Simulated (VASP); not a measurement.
Mg8HO8 (a cell with a defect), 17 atoms in the cell. The cell holds a defect, 17 atoms: a = 5.624 Å, b = 5.624 Å, c = 5.624 Å, α = 60.00°, β = 60.00°, γ = 60.00°. 

| Item | Value |
| --- | --- |
| Program | VASP 6.6.1 |
| Task | single point |
| Functional | PBE |
| Potentials or basis | VASP PAW PBE potentials, release 64 (Mg, O, H) |
| Cutoff | 520 eV |
| k mesh | 2 × 2 × 2 |
| Occupations | fermi-dirac, width 0.05 eV |
| Spin | no spin polarisation |
| Dipole correction | no |
| Charge | 1 |
| Further INCAR settings | LREAL = Auto; ALGO = Normal; EDIFF = 1e-06; NBANDS = 46; NELECT = 64.0 |

Potentials or basis: VASP PAW PBE potentials, release 64 (Mg, O, H).

Run with:

```sh
$ cat potpaw_PBE.64/Mg/POTCAR potpaw_PBE.64/O/POTCAR potpaw_PBE.64/H/POTCAR > POTCAR
$ mpirun -np 1 vasp_std > vasp.out
```

Hardware: 1 thread of Intel(R) Xeon(R) Platinum 8375C CPU @ 2.90GHz (Ice Lake), on a shared host.

**Question.** How long does it take, and how much memory?

**Answer.** Wall time 100 s on 1 thread of Intel(R) Xeon(R) Platinum 8375C CPU @ 2.90GHz (Ice Lake), on a shared host, peak memory 0.26 GiB. Counts: scf iterations 14, k points 8.
